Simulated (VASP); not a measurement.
# CdGeS2 (P4/mmm) in VASP: further runs

Runs on CdGeS2. Level: PBE. Tasks: single point, relaxation of cell and atoms.

All numbers are computed with VASP 6.6.1; they aren't measurements. Logs are shortened: lines on timing, memory, paths and dates and some standing lists are left out, and cuts for length are marked.

## 1. The cell of the first run

Symmetry: P4/mmm, No. 123, tetragonal system. The conventional cell has a = 4.960 Å, b = 4.960 Å, c = 3.013 Å, α = 90.00°, β = 90.00°, γ = 90.00°. Within 3.9 Å of Cd (site symmetry 4/mmm) lie 8 S at 2.90 Å and 2 Cd at 3.01 Å and 8 Ge at 3.82 Å. Ge (site symmetry 4/mmm) has 4 S at 2.48 Å and 2 Ge at 3.01 Å within 3.3 Å. S (site symmetry mmm) has 2 Ge at 2.48 Å and 4 Cd at 2.90 Å and 2 S at 3.01 Å within 3.3 Å.

## 2. Single point, PBE

INCAR reads:

```
ALGO = Fast ; EDIFF = 1E-6
ENCUT = 520 ; GGA = PE
ISIF = 2 ; ISMEAR = 0
LASPH = T ; LCHARG = F
LREAL = F ; LWAVE = F
NBANDS = 27 ; NELM = 80
PREC = Accurate ; SIGMA = 0.1
```

KPOINTS reads:

```
k-points
0
Gamma
  4 4 6
```

POSCAR reads:

```
CdGeS2
1.0
    4.9599484600      0.0000000000      0.0000000000
    0.0000000000      4.9599484600      0.0000000000
    0.0000000000      0.0000000000      3.0130225200
Cd Ge S
1 1 2
Direct
    0.5000000000      0.5000000000      0.5000000000
    0.0000000000      0.0000000000      0.0000000000
    0.5000000000      0.0000000000      0.0000000000
    0.0000000000      0.5000000000      0.0000000000
```

Potentials or basis: VASP PAW PBE potentials, release 64 (Cd, Ge_d, S).

The run is started by

```console
> cat potpaw_PBE.64/Cd/POTCAR potpaw_PBE.64/Ge_d/POTCAR potpaw_PBE.64/S/POTCAR > POTCAR
> mpirun -np 1 vasp_std > vasp.out
```

OUTCAR:

```text
EDIFF = 1E-6
   ENCUT = 520
   GGA = PE
   ISIF = 2
   ISMEAR = 0
   LASPH = T
   LREAL = F
   NELM = 80
   PREC = Accurate

 ion  position               nearest neighbor table
   1  0.500  0.500  0.500-   3 2.90   4 2.90   3 2.90   4 2.90   3 2.90   3 2.90   4 2.90   4 2.90

   2  0.000  0.000  0.000-   3 2.48   4 2.48   4 2.48   3 2.48
   3  0.500  0.000  0.000-   2 2.48   2 2.48   1 2.90   1 2.90   1 2.90   1 2.90
   4  0.000  0.500  0.000-   2 2.48   2 2.48   1 2.90   1 2.90   1 2.90   1 2.90

  LATTYP: Found a simple tetragonal cell.
 ALAT       =     4.9599484600
 C/A-ratio  =     0.6074705300

  Lattice vectors:

 A1 = (   4.9599484600,   0.0000000000,   0.0000000000)
 A2 = (   0.0000000000,   4.9599484600,   0.0000000000)
 A3 = (   0.0000000000,   0.0000000000,   3.0130225200)

Analysis of symmetry for initial positions (statically):
=====================================================================
 Subroutine PRICEL returns:
 Original cell was already a primitive cell.

 Routine SETGRP: Setting up the symmetry group for a
 simple tetragonal supercell.

 Subroutine GETGRP returns: Found 16 space group operations
 (whereof 16 operations were pure point group operations)
 out of a pool of 16 trial point group operations.

The static configuration has the point symmetry D_4h.

Analysis of symmetry for dynamics (positions and initial velocities):
=====================================================================
 Subroutine PRICEL returns:
 Original cell was already a primitive cell.

 Routine SETGRP: Setting up the symmetry group for a
 simple tetragonal supercell.

 Subroutine GETGRP returns: Found 16 space group operations
 (whereof 16 operations were pure point group operations)
 out of a pool of 16 trial point group operations.

The dynamic configuration has the point symmetry D_4h.

 Subroutine INISYM returns: Found 16 space group operations
 (whereof 16 operations are pure point group operations),
 and found     1 'primitive' translations

----------------------------------------------------------------------------------------

[... 88 lines left out ...]
   ICHARG =      2    charge: 1-file 2-atom 10-const
   ISPIN  =      1    spin polarized calculation?
   LNONCOLLINEAR =      F non collinear calculations
   LSORBIT =      F    spin-orbit coupling
   LASPH  =      T    aspherical Exc in radial PAW
   ENCUT  =  520.0 eV  38.22 Ry    6.18 a.u.   9.22  9.22  5.60*2*pi/ulx,y,z
   NELM   =     80;   NELMIN=  2; NELMDL= -5     # of ELM steps
   EDIFF  = 0.1E-05   stopping-criterion for ELM
   LREAL  =      F    real-space projection
   EDIFFG = 0.1E-04   stopping-criterion for IOM
   NSW    =      0    number of steps for IOM
   IBRION =     -1    ionic relax: 0-MD 1-quasi-New 2-CG
   NFREE  =      0    steps in history (QN), initial steepest desc. (CG)
   ISIF   =      2    stress and relaxation
   ISYM   =      2    0-nonsym 1-usesym 2-fastsym
   POTIM  = 0.5000    time-step for ionic-motion
   TEBEG  =    0.0;   TEEND  =   0.0 temperature during run
   PSTRESS=    0.0 pullay stress
   NELECT =      38.0000    total number of electrons
   NUPDOWN=      -1.0000    fix difference up-down
   EMIN   =  10.00;   EMAX   =-10.00  energy-range for DOS
   EFERMI =   0.00;   METHOD = LEGACY
   ISMEAR =     0;   SIGMA  =   0.10  broadening in eV -4-tet -1-fermi 0-gaus
   EFERMI_NEDOS =   21; number of points for ismear=-14 and -15
   IALGO  =     68    algorithm
   IMIX   =      4    mixing-type and parameters
     AMIX     =   0.40;   BMIX     =  1.00
     AMIX_MAG =   1.60;   BMIX_MAG =  1.00
  volume/ion in A,a.u.               =      18.53       125.05
  Fermi-wavevector in a.u.,A,eV,Ry     =   1.310239  2.475992 23.357472  1.716726
  Thomas-Fermi vector in A             =   2.440783
   LORBIT       =      0    0 simple, 1 ext, 2 COOP (PROOUT), +10 PAW based schemes
   GGA     = PE    functional components
   LHFCALC =     F    Hartree Fock is set to
   AEXX    =    0.0000 exact exchange contribution
   IVDW    =     0    specifies the selected vdW correction
   LEPSILON=     F    determine dielectric tensor
   LRPA    =     F    only Hartree local field effects (RPA)
 non-spin polarized calculation
 RMM-DIIS sequential band-by-band and
 Gauss-broadening in eV      SIGMA  =   0.10
  energy-cutoff  :      520.00
  volume of cell :       74.12
 maximum number of plane-waves:      2039
 NGX is ok and might be reduce to    40
   NGX = 19   NGY = 19   NGZ = 11

 number of electron      38.0000001 magnetization

 Free energy of the ion-electron system (eV)
  ---------------------------------------------------
  ext. energy  EPLUGINS =         0.00000000
  ---------------------------------------------------
  free energy    TOTEN  =       -13.29936074 eV

  energy without entropy =      -13.29066194  energy(sigma->0) =      -13.29501134

 E-fermi :   5.7817     XC(G=0): -10.8683

 val. band max:        5.7593364858   @ k =   0.0000   0.0000   0.3333
 cond. band min:       5.8205964763   @ k =   0.2500   0.0000   0.0000
 fundamental gap:      0.0612599905
 Fermi energy:         5.7817179553

 k-point     1 :       0.0000    0.0000    0.0000
  band No.  band energies     occupation
      1     -19.2081      2.00000
      2     -19.1723      2.00000
      3     -19.1370      2.00000
      4     -19.0908      2.00000
      5     -19.0908      2.00000
      6      -9.3619      2.00000
[... 709 lines left out ...]
     26      13.6933      0.00000
     27      14.4594      0.00000

------------------------ aborting loop because EDIFF is reached ----------------------------------------

  FORCE on cell =-STRESS in cart. coord.  units (eV):
  Direction    XX          YY          ZZ          XY          YZ          ZX
  --------------------------------------------------------------------------------------
  -------------------------------------------------------------------------------------
  Total        1.5284648      1.5284648      3.1128779      0.0000000     -0.0000000      0.0000000
  in kB       33.0376629     33.0376629     67.2846456      0.0000000     -0.0000000      0.0000000
  external PRESSURE =      44.4533238 kB  Pullay stress =       0.0000000 kB

 VOLUME and BASIS-vectors are now :
 -----------------------------------------------------------------------------
  energy-cutoff  :      520.00
  volume of cell :       74.12
      direct lattice vectors                 reciprocal lattice vectors
     4.959948460  0.000000000  0.000000000     0.201614998  0.000000000  0.000000000
     0.000000000  4.959948460  0.000000000     0.000000000  0.201614998  0.000000000
     0.000000000  0.000000000  3.013022520     0.000000000  0.000000000  0.331892640

 POSITION                                       TOTAL-FORCE (eV/Angst)
 -----------------------------------------------------------------------------------
      2.47997      2.47997      1.50651         0.000000      0.000000      0.000000
      0.00000      0.00000      0.00000         0.000000      0.000000      0.000000
      2.47997      0.00000      0.00000         0.000000      0.000000      0.000000
      0.00000      2.47997      0.00000         0.000000      0.000000      0.000000
 -----------------------------------------------------------------------------------
    total drift:                               -0.000000      0.000000     -0.000000

  FREE ENERGIE OF THE ION-ELECTRON SYSTEM (eV)
  ---------------------------------------------------
  free  energy   TOTEN  =       -13.2993607391 eV

  energy  without entropy=      -13.2906619405  energy(sigma->0) =      -13.29501134
```

OSZICAR:

```text
N       E                     dE             d eps       ncg     rms          rms(c)
DAV:   1     0.322166884078E+03    0.32217E+03   -0.18506E+04  1625   0.262E+03
DAV:   2     0.270997277530E+02   -0.29507E+03   -0.28324E+03  1385   0.688E+02
DAV:   3    -0.125349687054E+02   -0.39635E+02   -0.39037E+02  1494   0.141E+02
DAV:   4    -0.141480532648E+02   -0.16131E+01   -0.16032E+01  1575   0.293E+01
DAV:   5    -0.141808792259E+02   -0.32826E-01   -0.32813E-01  1540   0.464E+00    0.108E+01
RMM:   6    -0.133508750296E+02    0.83000E+00   -0.14103E+00  1615   0.592E+00    0.811E+00
RMM:   7    -0.133048925156E+02    0.45983E-01   -0.19083E-01  1787   0.237E+00    0.405E+00
RMM:   8    -0.133007586023E+02    0.41339E-02   -0.35512E-02  1815   0.136E+00    0.562E-01
RMM:   9    -0.132994288292E+02    0.13298E-02   -0.95703E-03  1825   0.627E-01    0.161E-01
RMM:  10    -0.132993215837E+02    0.10725E-03   -0.14970E-03  1936   0.273E-01    0.969E-02
RMM:  11    -0.132993340602E+02   -0.12477E-04   -0.35457E-04  1939   0.130E-01    0.470E-02
RMM:  12    -0.132993574927E+02   -0.23432E-04   -0.73408E-05  1893   0.650E-02    0.112E-02
RMM:  13    -0.132993601732E+02   -0.26806E-05   -0.24127E-05  1799   0.312E-02    0.403E-03
RMM:  14    -0.132993607391E+02   -0.56584E-06   -0.56589E-06  1442   0.164E-02
   1 F= -.13299361E+02 E0= -.13295011E+02  d E =-.869880E-02
```

Run time: 70 s. Hardware: 1 thread of Oxide Virtual Turin-like, shared host; peak memory 0.18 GiB.

Results:

```
Free energy            : -13.2994 eV
Pressure               : 4.4 GPa
Band gap on the k mesh : zero (bands 19 and 20 overlap by 1.96 eV)
```

Stress tensor (GPa, compression positive):
```
3.30 0.00 0.00
0.00 3.30 0.00
0.00 0.00 6.73
```

Caveat: the cell stands under pressure.

## 3. Single point, PBE

This run uses another cell than the first one, of 20.39 Å³/atom.

INCAR reads:

```
SYSTEM = CdGeS2
ALGO = Normal
EDIFF = 1E-6
ENCUT = 520
GGA = PE
ISIF = 2
ISMEAR = 0
LASPH = .TRUE.
LCHARG = .FALSE.
LREAL = .FALSE.
LWAVE = .FALSE.
NBANDS = 27
NELM = 100
PREC = Accurate
SIGMA = 0.1
```

KPOINTS reads:

```
k-points
0
G
  4 4 6
  0 0 0
```

POSCAR reads:

```
CdGeS2
1.0
    4.8396101989      0.0000000000      0.0000000000
    0.0000000000      4.8396101989      0.0000000000
    0.0000000000      0.0000000000      3.4826108829
Cd Ge S
1 1 2
Direct
    0.5000000000      0.5000000000      0.5000000000
    0.0000000000      0.0000000000      0.0000000000
    0.5000000000      0.0000000000      0.0000000000
    0.0000000000      0.5000000000      0.0000000000
```

Potentials or basis: VASP PAW PBE potentials, release 64 (Cd, Ge_d, S).

The run is started by

```console
> cat potpaw_PBE.64/Cd/POTCAR potpaw_PBE.64/Ge_d/POTCAR potpaw_PBE.64/S/POTCAR > POTCAR
> mpirun -np 1 vasp_std > vasp.out
```

OUTCAR:

```text
SYSTEM = CdGeS2
   EDIFF = 1E-6
   ENCUT = 520
   GGA = PE
   ISIF = 2
   ISMEAR = 0
   LASPH = .TRUE.
   LREAL = .FALSE.
   NELM = 100
   PREC = Accurate

 ion  position               nearest neighbor table
   1  0.500  0.500  0.500-   3 2.98   4 2.98   3 2.98   4 2.98   3 2.98   3 2.98   4 2.98   4 2.98

   2  0.000  0.000  0.000-   3 2.42   4 2.42   4 2.42   3 2.42
   3  0.500  0.000  0.000-   2 2.42   2 2.42   1 2.98   1 2.98   1 2.98   1 2.98
   4  0.000  0.500  0.000-   2 2.42   2 2.42   1 2.98   1 2.98   1 2.98   1 2.98

  LATTYP: Found a simple tetragonal cell.
 ALAT       =     4.8396101989
 C/A-ratio  =     0.7196056583

  Lattice vectors:

 A1 = (   4.8396101989,   0.0000000000,   0.0000000000)
 A2 = (   0.0000000000,   4.8396101989,   0.0000000000)
 A3 = (   0.0000000000,   0.0000000000,   3.4826108829)

Analysis of symmetry for initial positions (statically):
=====================================================================
 Subroutine PRICEL returns:
 Original cell was already a primitive cell.

 Routine SETGRP: Setting up the symmetry group for a
 simple tetragonal supercell.

 Subroutine GETGRP returns: Found 16 space group operations
 (whereof 16 operations were pure point group operations)
 out of a pool of 16 trial point group operations.

The static configuration has the point symmetry D_4h.

Analysis of symmetry for dynamics (positions and initial velocities):
=====================================================================
 Subroutine PRICEL returns:
 Original cell was already a primitive cell.

 Routine SETGRP: Setting up the symmetry group for a
 simple tetragonal supercell.

 Subroutine GETGRP returns: Found 16 space group operations
 (whereof 16 operations were pure point group operations)
 out of a pool of 16 trial point group operations.
[... 119 lines left out ...]
   ISMEAR =     0;   SIGMA  =   0.10  broadening in eV -4-tet -1-fermi 0-gaus
   EFERMI_NEDOS =   21; number of points for ismear=-14 and -15
   IALGO  =     38    algorithm
   IMIX   =      4    mixing-type and parameters
     AMIX     =   0.40;   BMIX     =  1.00
     AMIX_MAG =   1.60;   BMIX_MAG =  1.00
  volume/ion in A,a.u.               =      20.39       137.61
  Fermi-wavevector in a.u.,A,eV,Ry     =   1.269095  2.398242 21.913571  1.610602
  Thomas-Fermi vector in A             =   2.402155
   LORBIT       =      0    0 simple, 1 ext, 2 COOP (PROOUT), +10 PAW based schemes
   GGA     = PE    functional components
   LHFCALC =     F    Hartree Fock is set to
   AEXX    =    0.0000 exact exchange contribution
   IVDW    =     0    specifies the selected vdW correction
   LEPSILON=     F    determine dielectric tensor
   LRPA    =     F    only Hartree local field effects (RPA)
 non-spin polarized calculation
 Gauss-broadening in eV      SIGMA  =   0.10
  energy-cutoff  :      520.00
  volume of cell :       81.57
 maximum number of plane-waves:      2248
 NGX is ok and might be reduce to    36
   NGX = 17   NGY = 17   NGZ = 13

 number of electron      37.9999970 magnetization

 Free energy of the ion-electron system (eV)
  ---------------------------------------------------
  ext. energy  EPLUGINS =         0.00000000
  ---------------------------------------------------
  free energy    TOTEN  =       -13.56942306 eV

  energy without entropy =      -13.56044298  energy(sigma->0) =      -13.56493302

 E-fermi :   4.5851     XC(G=0): -10.3374

 val. band max:        4.5779684229   @ k =   0.5000   0.5000   0.3333
 cond. band min:       4.6402328437   @ k =   0.5000   0.0000   0.1667
 fundamental gap:      0.0622644208
 Fermi energy:         4.5851272621

 k-point     1 :       0.0000    0.0000    0.0000
  band No.  band energies     occupation
      1     -20.5177      2.00000
      2     -20.4961      2.00000
      3     -20.4668      2.00000
      4     -20.4627      2.00000
      5     -20.4627      2.00000
      6     -10.0077      2.00000
[... 709 lines left out ...]
     26      12.6270      0.00000
     27      13.3625      0.00000

------------------------ aborting loop because EDIFF is reached ----------------------------------------

  FORCE on cell =-STRESS in cart. coord.  units (eV):
  Direction    XX          YY          ZZ          XY          YZ          ZX
  --------------------------------------------------------------------------------------
  -------------------------------------------------------------------------------------
  Total        0.0192385      0.0192385      0.0786780      0.0000000      0.0000000      0.0000000
  in kB        0.3778814      0.3778814      1.5453894      0.0000000      0.0000000      0.0000000
  external PRESSURE =       0.7670507 kB  Pullay stress =       0.0000000 kB

 VOLUME and BASIS-vectors are now :
 -----------------------------------------------------------------------------
  energy-cutoff  :      520.00
  volume of cell :       81.57
      direct lattice vectors                 reciprocal lattice vectors
     4.839610199  0.000000000  0.000000000     0.206628212  0.000000000  0.000000000
     0.000000000  4.839610199  0.000000000     0.000000000  0.206628212  0.000000000
     0.000000000  0.000000000  3.482610883     0.000000000  0.000000000  0.287140893

 POSITION                                       TOTAL-FORCE (eV/Angst)
 -----------------------------------------------------------------------------------
      2.41981      2.41981      1.74131         0.000000      0.000000      0.000000
      0.00000      0.00000      0.00000         0.000000      0.000000      0.000000
      2.41981      0.00000      0.00000         0.000000      0.000000      0.000000
      0.00000      2.41981      0.00000         0.000000      0.000000      0.000000
 -----------------------------------------------------------------------------------
    total drift:                                0.000000      0.000000      0.000000

  FREE ENERGIE OF THE ION-ELECTRON SYSTEM (eV)
  ---------------------------------------------------
  free  energy   TOTEN  =       -13.5694230605 eV

  energy  without entropy=      -13.5604429814  energy(sigma->0) =      -13.56493302
```

OSZICAR:

```text
N       E                     dE             d eps       ncg     rms          rms(c)
DAV:   1     0.316651856434E+03    0.31665E+03   -0.18522E+04  1642   0.250E+03
DAV:   2     0.265547407660E+02   -0.29010E+03   -0.27931E+03  1387   0.675E+02
DAV:   3    -0.128532087708E+02   -0.39408E+02   -0.38847E+02  1504   0.138E+02
DAV:   4    -0.144756698871E+02   -0.16225E+01   -0.16177E+01  1549   0.300E+01
DAV:   5    -0.145118010048E+02   -0.36131E-01   -0.36122E-01  1590   0.482E+00    0.996E+00
DAV:   6    -0.135853329029E+02    0.92647E+00   -0.18421E+00  1753   0.118E+01    0.764E+00
DAV:   7    -0.135759257370E+02    0.94072E-02   -0.32813E-01  1527   0.339E+00    0.356E+00
DAV:   8    -0.135697650766E+02    0.61607E-02   -0.25476E-02  1527   0.131E+00    0.389E-01
DAV:   9    -0.135693169669E+02    0.44811E-03   -0.30397E-03  1622   0.501E-01    0.101E-01
DAV:  10    -0.135693919483E+02   -0.74981E-04   -0.34919E-04  1482   0.130E-01    0.449E-02
DAV:  11    -0.135694213580E+02   -0.29410E-04   -0.43665E-05  1440   0.511E-02    0.142E-02
DAV:  12    -0.135694232500E+02   -0.18920E-05   -0.42795E-06  1551   0.169E-02    0.320E-03
DAV:  13    -0.135694230605E+02    0.18951E-06   -0.29377E-07   834   0.598E-03
   1 F= -.13569423E+02 E0= -.13564933E+02  d E =-.898008E-02
```

Run time: 61 s. Hardware: 1 thread of Oxide Virtual Turin-like, shared host; peak memory 0.18 GiB.

Results:

| Property | Result |
| --- | --- |
| Free energy | -13.5694 eV |
| Pressure | 0.1 GPa |
| Band gap on the k mesh | zero (bands 19 and 20 overlap by 2.72 eV) |

Stress tensor (GPa, compression positive):
```
0.04 0.00 0.00
0.00 0.04 0.00
0.00 0.00 0.15
```

Levels at points of the mesh, in eV from the Fermi level:
```
           k point  band 15  band 16  band 17  band 18  band 19  band 20  band 21  band 22  band 23  band 24
(0.00, 0.00, 0.00)    -6.13    -2.36    -2.36    -2.08    -1.22    -0.53     4.90     4.97     5.17     7.98
(0.50, 0.00, 0.00)    -4.45    -3.57    -1.17    -1.14    -0.05     1.14     3.47     3.86     3.92     7.17
(0.50, 0.50, 0.00)    -1.95    -0.81    -0.81    -0.60     1.70     1.78     1.78     2.57     3.65     4.12
(0.00, 0.00, 0.50)    -5.30    -5.10    -2.53    -1.26    -1.26     0.38     2.36     2.58     2.58     3.64
(0.50, 0.00, 0.50)    -4.85    -4.46    -3.23    -2.00    -0.23     0.75     1.44     2.56     3.75     4.99
(0.50, 0.50, 0.50)    -4.10    -4.10    -2.11    -1.66    -1.18    -0.61     2.53     2.53     2.64     7.06
```

(Part 1 of 2 ends here.)

The gap in the log of VASP goes by the Fermi energy; the results here count the filled bands.